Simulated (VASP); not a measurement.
# CoO (I4/mmm) in VASP: further runs

Runs on CoO. Level: PBEsol. Tasks: single point.

Program: VASP 6.6.1. These are calculated values, not measurements. Logs are shortened: lines on timing, memory, paths and dates and some standing lists are left out, and cuts for length are marked.

## (1) The cell of the first run

Symmetry: I4/mmm, No. 139, tetragonal system. Conventional cell: a = 3.016 Å, b = 3.016 Å, c = 4.214 Å, α = 90.00°, β = 90.00°, γ = 90.00°. Co (site symmetry 4/mmm) has 6 O at 2.11 to 2.13 Å within 2.8 Å. Within 2.8 Å of O (site symmetry 4/mmm) lie 6 Co at 2.11 to 2.13 Å.

## (2) Single point, PBEsol, collinear spin, ferromagnetic start

Input file INCAR:

```
ALGO     = Normal         # electronic algorithm
EDIFF    = 1E-6           # SCF threshold, eV
ENCUT    = 520            # plane-wave cutoff, eV
GGA      = PS             # functional
ISIF     = 2              # what is computed and relaxed
ISMEAR   = 0              # smearing method
ISPIN    = 2              # spin polarisation
LASPH    = True           # aspherical terms in the spheres
LCHARG   = False          # write CHGCAR
LMAXMIX  = 4              # l up to which the mixer works
LORBIT   = 11             # projections on sites
LREAL    = False          # projectors in reciprocal space
LWAVE    = False          # write WAVECAR
MAGMOM   = 2.74 0.38      # initial moments
NBANDS   = 18             # bands
NELM     = 150            # most SCF steps
PREC     = Accurate       # precision mode
SIGMA    = 0.1            # smearing width, eV
```

Input file KPOINTS:

```
k-points
0
Gamma
  16 16 16
```

Input file POSCAR:

```
CoO
1.0
   -1.5080001529      1.5080001529      2.1072499549
    1.5080001529     -1.5080001529      2.1072499549
    1.5080001529      1.5080001529     -2.1072499549
Co O
1 1
Direct
    0.0000000000      0.0000000000      0.0000000000
    0.5000000000      0.5000000000      0.0000000000
```

Potentials or basis: VASP PAW PBE potentials, release 64 (Co, O).

Launch:

```
> cat potpaw_PBE.64/Co/POTCAR potpaw_PBE.64/O/POTCAR > POTCAR
> mpirun -np 1 vasp_std > vasp.out
```

OUTCAR:

```text
EDIFF = 1E-6
   ENCUT = 520
   GGA = PS
   ISIF = 2
   ISMEAR = 0
   ISPIN = 2
   LASPH = True
   LORBIT = 11
   LREAL = False
   NELM = 150
   PREC = Accurate

 ion  position               nearest neighbor table
   1  0.000  0.000  0.000-   2 2.11   2 2.11   2 2.13   2 2.13   2 2.13   2 2.13
   2  0.500  0.500  0.000-   1 2.11   1 2.11   1 2.13   1 2.13   1 2.13   1 2.13

  LATTYP: Found a body centered tetragonal cell.
 ALAT       =     3.0160003058
 C/A-ratio  =     1.3973804650

  Lattice vectors:

 A1 = (  -1.5080001529,   1.5080001529,   2.1072499549)
 A2 = (   1.5080001529,  -1.5080001529,   2.1072499549)
 A3 = (   1.5080001529,   1.5080001529,  -2.1072499549)

Analysis of symmetry for initial positions (statically):
=====================================================================
 Subroutine PRICEL returns:
 Original cell was already a primitive cell.

 Routine SETGRP: Setting up the symmetry group for a
 body centered tetragonal supercell.

 Subroutine GETGRP returns: Found 16 space group operations
 (whereof 16 operations were pure point group operations)
 out of a pool of 16 trial point group operations.

The static configuration has the point symmetry D_4h.

Analysis of symmetry for dynamics (positions and initial velocities):
=====================================================================
 Subroutine PRICEL returns:
 Original cell was already a primitive cell.

 Routine SETGRP: Setting up the symmetry group for a
 body centered tetragonal supercell.

 Subroutine GETGRP returns: Found 16 space group operations
 (whereof 16 operations were pure point group operations)
 out of a pool of 16 trial point group operations.

The dynamic configuration has the point symmetry D_4h.

Analysis of structural, dynamic, and magnetic symmetry:
=====================================================================
 Subroutine PRICEL returns:
 Original cell was already a primitive cell.

 Routine SETGRP: Setting up the symmetry group for a
 body centered tetragonal supercell.

 Subroutine GETGRP returns: Found 16 space group operations
 (whereof 16 operations were pure point group operations)
 out of a pool of 16 trial point group operations.

The overall configuration has the point symmetry D_4h.

 Subroutine INISYM returns: Found 16 space group operations
 (whereof 16 operations are pure point group operations),
 and found     1 'primitive' translations

----------------------------------------------------------------------------------------

                                     Primitive cell

  volume of cell :      19.1681

  direct lattice vectors                    reciprocal lattice vectors
    -1.508000153  1.508000153  2.107249955     0.000000000  0.331564953  0.237276076
     1.508000153 -1.508000153  2.107249955     0.331564953  0.000000000  0.237276076
     1.508000153  1.508000153 -2.107249955     0.331564953  0.331564953  0.000000000

  length of vectors
     2.998104617  2.998104617  2.998104617     0.407719578  0.407719578  0.468903654

  position of ions in fractional coordinates (direct lattice)
     0.000000000  0.000000000  0.000000000
     0.500000000  0.500000000  0.000000000

  ion indices of the primitive-cell ions
   primitive index   ion index
                 1           1
                 2           2

----------------------------------------------------------------------------------------

 KPOINTS: k-points

Automatic generation of k-mesh.
 Grid dimensions read from file:
 generate k-points for:   16   16   16

 Generating k-lattice:

  Cartesian coordinates                     Fractional coordinates (reciprocal lattice)
     0.000000000  0.020722810  0.014829755     0.062500000 -0.000000000  0.000000000
     0.020722810  0.000000000  0.014829755    -0.000000000  0.062500000  0.000000000
     0.020722810  0.020722810  0.000000000     0.000000000  0.000000000  0.062500000

  Length of vectors
     0.025482474  0.025482474  0.029306478

  Shift w.r.t. Gamma in fractional coordinates (k-lattice)
     0.000000000  0.000000000  0.000000000

 Subroutine IBZKPT returns following result:
 ===========================================

 Found    349 irreducible k-points:

 Following reciprocal coordinates:
            Coordinates               Weight
  0.000000  0.000000  0.000000      1.000000
  0.062500 -0.000000  0.000000      8.000000
  0.125000 -0.000000  0.000000      8.000000
  0.187500  0.000000  0.000000      8.000000
  0.250000 -0.000000  0.000000      8.000000
  0.312500 -0.000000  0.000000      8.000000
[... 16 lines left out ...]
 -0.125000  0.062500 -0.000000     16.000000
 -0.062500  0.062500  0.000000      4.000000
 [... further k-points ...]
   k-points           NKPTS =    349   k-points in BZ     NKDIM =    349   number of bands    NBANDS=     18
   number of dos      NEDOS =    301   number of ions     NIONS =      2
   total plane-waves  NPLWV =  13824
   dimension x,y,z NGX =    24 NGY =   24 NGZ =   24
   dimension x,y,z NGXF=    48 NGYF=   48 NGZF=   48
   ions per type =               1   1
   NGX,Y,Z   is equivalent  to a cutoff of  13.31, 13.31, 13.31 a.u.
   NGXF,Y,Z  is equivalent  to a cutoff of  26.62, 26.62, 26.62 a.u.
 SYSTEM =  unknown system
   PREC   = accura    normal or accurate (medium, high low for compatibility)
   ISTART =      0    job   : 0-new  1-cont  2-samecut
   ICHARG =      2    charge: 1-file 2-atom 10-const
   ISPIN  =      2    spin polarized calculation?
   LNONCOLLINEAR =      F non collinear calculations
   LSORBIT =      F    spin-orbit coupling
   LASPH  =      T    aspherical Exc in radial PAW
   ENCUT  =  520.0 eV  38.22 Ry    6.18 a.u.   5.57  5.57  5.57*2*pi/ulx,y,z
   NELM   =    150;   NELMIN=  2; NELMDL= -5     # of ELM steps
   EDIFF  = 0.1E-05   stopping-criterion for ELM
   LREAL  =      F    real-space projection
   EDIFFG = 0.1E-04   stopping-criterion for IOM
   NSW    =      0    number of steps for IOM
   IBRION =     -1    ionic relax: 0-MD 1-quasi-New 2-CG
   NFREE  =      0    steps in history (QN), initial steepest desc. (CG)
   ISIF   =      2    stress and relaxation
   ISYM   =      2    0-nonsym 1-usesym 2-fastsym
   POTIM  = 0.5000    time-step for ionic-motion
   TEBEG  =    0.0;   TEEND  =   0.0 temperature during run
   PSTRESS=    0.0 pullay stress
   NELECT =      15.0000    total number of electrons
   NUPDOWN=      -1.0000    fix difference up-down
   EMIN   =  10.00;   EMAX   =-10.00  energy-range for DOS
   EFERMI =   0.00;   METHOD = LEGACY
   ISMEAR =     0;   SIGMA  =   0.10  broadening in eV -4-tet -1-fermi 0-gaus
   EFERMI_NEDOS =   21; number of points for ismear=-14 and -15
   IALGO  =     38    algorithm
   IMIX   =      4    mixing-type and parameters
     AMIX     =   0.40;   BMIX     =  1.00
     AMIX_MAG =   1.60;   BMIX_MAG =  1.00
  volume/ion in A,a.u.               =       9.58        64.68
  Fermi-wavevector in a.u.,A,eV,Ry     =   1.508617  2.850873 30.965840  2.275925
  Thomas-Fermi vector in A             =   2.619048
   LORBIT       =     11    0 simple, 1 ext, 2 COOP (PROOUT), +10 PAW based schemes
   GGA     = PS    functional components
   LHFCALC =     F    Hartree Fock is set to
   AEXX    =    0.0000 exact exchange contribution
   IVDW    =     0    specifies the selected vdW correction
   LEPSILON=     F    determine dielectric tensor
   LRPA    =     F    only Hartree local field effects (RPA)
 spin polarized calculation
 Gauss-broadening in eV      SIGMA  =   0.10
  energy-cutoff  :      520.00
  volume of cell :       19.17
 maximum number of plane-waves:       533
   NGX = 11   NGY = 11   NGZ = 11

 number of electron      15.0000005 magnetization       2.9315282

 Free energy of the ion-electron system (eV)
  ---------------------------------------------------
  ext. energy  EPLUGINS =         0.00000000
  ---------------------------------------------------
  free energy    TOTEN  =       -13.96394299 eV

  energy without entropy =      -13.94394740  energy(sigma->0) =      -13.95394519

 E-fermi :   7.9372     XC(G=0): -12.7074

 val. band max:        7.9368034218   @ k =   0.4375   0.3125   0.0000
 cond. band min:       7.9386354530   @ k =  -0.2500  -0.2500   0.1250
 fundamental gap:      0.0018320311
 Fermi energy:         7.9372479842

 spin component 1

 k-point     1 :       0.0000    0.0000    0.0000
  band No.  band energies     occupation
      1     -12.3645      1.00000
      2       4.6384      1.00000
      3       4.6403      1.00000
      4       4.6553      1.00000
      5       4.6921      1.00000
      6       4.6921      1.00000
[... 10 lines left out ...]
     17      29.6440      0.00000
     18      32.5192      0.00000
[... 463 lines left out ...]
 k-point    24 :      -0.0625    0.0625    0.0000
  band No.  band energies     occupation
      1     -12.3097      1.00000
      2       3.6592      1.00000
      3       4.3045      1.00000
      4       4.3655      1.00000
      5       4.6530      1.00000
      6       4.7091      1.00000
[... 10 lines left out ...]
     17      30.3354      0.00000
     18      32.9084      0.00000

 [... further k-points ...]

 spin component 2

 k-point     1 :       0.0000    0.0000    0.0000
  band No.  band energies     occupation
      1     -11.8229      1.00000
      2       5.2576      1.00000
      3       5.3135      1.00000
      4       5.3135      1.00000
      5       6.7968      1.00000
      6       6.7968      1.00000
[... 10 lines left out ...]
     17      30.5949      0.00000
     18      33.3479      0.00000
[... 463 lines left out ...]
 k-point    24 :      -0.0625    0.0625    0.0000
  band No.  band energies     occupation
      1     -11.7664      1.00000
      2       4.7399      1.00000
      3       5.1133      1.00000
      4       5.1720      1.00000
      5       6.7500      1.00000
      6       6.9620      1.00000
[... 10 lines left out ...]
     17      31.2527      0.00000
     18      33.7219      0.00000

 [... further k-points ...]
[... 5 lines left out ...]
  --------------------------------------------------------------------------------------
  -------------------------------------------------------------------------------------
  Total       -1.1711707     -1.1711707     -1.1435308      0.0000000      0.0000000      0.0000000
  in kB      -97.8930769    -97.8930769    -95.5827763      0.0000000      0.0000000      0.0000000
  external PRESSURE =     -97.1229767 kB  Pullay stress =       0.0000000 kB

 VOLUME and BASIS-vectors are now :
 -----------------------------------------------------------------------------
  energy-cutoff  :      520.00
  volume of cell :       19.17
      direct lattice vectors                 reciprocal lattice vectors
    -1.508000153  1.508000153  2.107249955     0.000000000  0.331564953  0.237276076
     1.508000153 -1.508000153  2.107249955     0.331564953  0.000000000  0.237276076
     1.508000153  1.508000153 -2.107249955     0.331564953  0.331564953  0.000000000

 POSITION                                       TOTAL-FORCE (eV/Angst)
 -----------------------------------------------------------------------------------
      0.00000      0.00000      0.00000        -0.000000      0.000000      0.000000
      0.00000      0.00000      2.10725         0.000000      0.000000      0.000000
 -----------------------------------------------------------------------------------
    total drift:                               -0.000000      0.000000     -0.000000

  FREE ENERGIE OF THE ION-ELECTRON SYSTEM (eV)
  ---------------------------------------------------
  free  energy   TOTEN  =       -13.9639429856 eV

  energy  without entropy=      -13.9439474005  energy(sigma->0) =      -13.95394519

 total charge

# of ion       s       p       d       tot
------------------------------------------
    1        0.300   0.367   7.149   7.816
    2        1.551   3.404   0.000   4.954
--------------------------------------------------
tot          1.850   3.770   7.149  12.770

 magnetization (x)

# of ion       s       p       d       tot
------------------------------------------
    1        0.020   0.018   2.524   2.562
    2        0.029   0.288   0.000   0.317
--------------------------------------------------
tot          0.049   0.305   2.524   2.879
```

It took 1.8 min on 1 thread of Intel Xeon 6975P-C (Granite Rapids), shared host; peak memory 0.29 GiB.

What came out:

```
Free energy                                           : -13.9639 eV
Pressure                                              : -9.7 GPa
Net moment                                            : 2.93 μB per cell
Site moments                                          : Co +2.56; O +0.32 μB
Valence electrons inside the program's atomic spheres : Co 7.82; O 4.95
```

Caveat: the PAW data sets were made with another functional, which shifts forces and pressure a little; a cell with one magnetic atom can't hold antiferromagnetic order, which such compounds often take; semilocal functionals often make such compounds metallic where correlation or magnetic order opens a gap, which also shifts bond lengths. With open d or f shells a metallic result of PBEsol can be an artefact of self-interaction; +U or a hybrid may open a gap.

## (3) Single point, PBEsol, collinear spin, ferromagnetic start

Input file INCAR:

```
ALGO = Normal
EDIFF = 1E-6
ENCUT = 600
GGA = PS
GGA_COMPAT = False
ISIF = 2
ISMEAR = 0
ISPIN = 2
LASPH = True
LCHARG = True
LELF = True
LMAXMIX = 4
LORBIT = 11
LREAL = False
LVHAR = True
LWAVE = False
MAGMOM = 2.74 0.38
NBANDS = 22
NELM = 200
PREC = Accurate
SIGMA = 0.1
```

Input file KPOINTS:

```
k-points
0
Gamma
  1 1 1
```

POSCAR is that of step 2.

Potentials or basis: VASP PAW PBE potentials, release 64 (Co_sv, O).

Launch:

```
> cat potpaw_PBE.64/Co_sv/POTCAR potpaw_PBE.64/O/POTCAR > POTCAR
> mpirun -np 1 vasp_gam > vasp.out
```

Run time: 12 s. Hardware: 1 thread of AMD EPYC 9R45 (Zen 5), shared host; peak memory 0.11 GiB.

Results (log left out):

```
Free energy                                           : -5.9933 eV
Pressure                                              : 10.5 GPa
Net moment                                            : 3.00 μB per cell
Site moments                                          : Co +2.05; O +0.61 μB
Valence electrons inside the program's atomic spheres : Co 14.95; O 5.11
```

Stress tensor (GPa, compression positive):
```
11.56  0.00  0.00
 0.00 11.56  0.00
 0.00  0.00  8.42
```

Levels at points of the mesh, in eV from the Fermi level:
Spin up:
```
           k point  band 9  band 10  band 11  band 12  band 13  band 14  band 15  band 16  band 17  band 18
(0.00, 0.00, 0.00)   -1.48    -1.38    -1.38    -1.15    -1.15     2.46    18.22    19.08    19.13    19.13
```
Spin down:
```tsv
k point	band 7	band 8	band 9	band 10	band 11	band 12	band 13	band 14	band 15	band 16
(0.00, 0.00, 0.00)	-0.15	-0.07	-0.06	-0.06	-0.02	1.25	1.43	3.26	18.26	19.71
```

Caveat: the k points lie up to 2.95 Å⁻¹ apart; the PAW data sets were made with another functional, which shifts forces and pressure a little; a cell with one magnetic atom can't hold antiferromagnetic order, which such compounds often take; semilocal functionals often make such compounds metallic where correlation or magnetic order opens a gap, which also shifts bond lengths.

## (4) Single point, PBEsol, collinear spin, ferromagnetic start

Input file INCAR:

```
PREC     = Accurate       # precision mode
ENCUT    = 600            # plane-wave cutoff, eV
EDIFF    = 1E-6           # SCF threshold, eV
ISMEAR   = 0              # smearing method
SIGMA    = 0.1            # smearing width, eV
LREAL    = F              # projectors in reciprocal space
LASPH    = T              # aspherical terms in the spheres
NELM     = 200            # most SCF steps
ALGO     = Normal         # electronic algorithm
ISIF     = 2              # what is computed and relaxed
LWAVE    = F              # write WAVECAR
LCHARG   = F              # write CHGCAR
ISPIN    = 2              # spin polarisation
MAGMOM   = 2.74 0.38      # initial moments
LORBIT   = 11             # projections on sites
LMAXMIX  = 4              # l up to which the mixer works
GGA      = PS             # functional
NBANDS   = 22             # bands
GGA_COMPAT= F
```

Input file KPOINTS:

```
regular mesh
0
Gamma
  4 4 4
```

POSCAR is that of step 3.

Launch:

```
> cat potpaw_PBE.64/Co_sv/POTCAR potpaw_PBE.64/O/POTCAR > POTCAR
> mpirun -np 1 vasp_std > vasp.out
```

Run time: 16 s. Hardware: 1 thread of Intel Xeon Platinum 8259CL at 2.50GHz (Skylake/Cascade Lake), shared host; peak memory 0.15 GiB.

The run converged. Its results:

```yaml
Free_energy: -14.0446 eV
Pressure: -17.6 GPa
Net_moment: 2.40 μB per cell
Site_moments: Co +2.15; O +0.17 μB
Valence_electrons_inside_the_program's_atomic_spheres: Co 14.90; O 4.93
```

Levels at points of the mesh, in eV from the Fermi level:
Spin up:
| k point | band 9 | band 10 | band 11 | band 12 | band 13 | band 14 | band 15 | band 16 | band 17 | band 18 |
| --- | --- | --- | --- | --- | --- | --- | --- | --- | --- | --- |
| (0.00, 0.00, 0.00) | -3.01 | -3.00 | -2.91 | -2.91 | -2.80 | 0.82 | 16.49 | 17.90 | 17.90 | 17.95 |
| (0.50, 0.00, 0.00) | -2.11 | -2.08 | -1.60 | 0.18 | 0.27 | 4.80 | 9.20 | 13.09 | 13.37 | 20.32 |
| (0.50, 0.50, 0.00) | -3.83 | -2.64 | -2.11 | -1.81 | -1.76 | 5.73 | 9.53 | 11.55 | 15.52 | 15.72 |
| (0.50, 0.50, 0.50) | -3.77 | -2.61 | -2.11 | -1.82 | -1.82 | 5.74 | 9.68 | 11.42 | 15.48 | 15.48 |
Spin down:
```
           k point  band 7  band 8  band 9  band 10  band 11  band 12  band 13  band 14
(0.00, 0.00, 0.00)   -3.05   -3.05   -1.18    -1.18    -1.13    -0.26    -0.23     1.25
(0.50, 0.00, 0.00)   -5.10   -5.06   -0.18    -0.15     0.11     2.36     2.41     5.04
(0.50, 0.50, 0.00)   -4.34   -4.24   -2.35     0.10     0.13     0.22     0.71     6.46
(0.50, 0.50, 0.50)   -4.32   -4.32   -2.35     0.12     0.12     0.27     0.69     6.46
```

Caveat: the k points lie up to 0.74 Å⁻¹ apart; the PAW data sets were made with another functional, which shifts forces and pressure a little; a cell with one magnetic atom can't hold antiferromagnetic order, which such compounds often take; semilocal functionals often make such compounds metallic where correlation or magnetic order opens a gap, which also shifts bond lengths. With open d or f shells a metallic result of PBEsol can be an artefact of self-interaction; +U or a hybrid may open a gap.

## (5) Summary

```csv
potentials or basis,k mesh,cutoff (eV),second run,gap on the mesh (eV),pressure (GPa),moment (μB)
"VASP PAW PBE potentials, release 64 (Co, O)",16 × 16 × 16,520,-,none,-9.7,2.93
"VASP PAW PBE potentials, release 64 (Co_sv, O)",1 × 1 × 1,600,valence_matched,-,10.5,3.00
"VASP PAW PBE potentials, release 64 (Co_sv, O)",4 × 4 × 4,600,valence_matched,none,-17.6,2.40
```

Alike in all rows: task single point; level PBEsol; spin collinear, ferromagnetic start; cell as given; smearing gaussian 0.1 eV.

Caveats: some runs use coarse meshes; the PAW data sets were made with another functional, which shifts forces and pressure a little; a cell with one magnetic atom can't hold antiferromagnetic order, which such compounds often take; semilocal functionals often make such compounds metallic where correlation or magnetic order opens a gap, which also shifts bond lengths.

Total energies depend on the potentials used, so only differences within one code and one set of settings carry meaning.
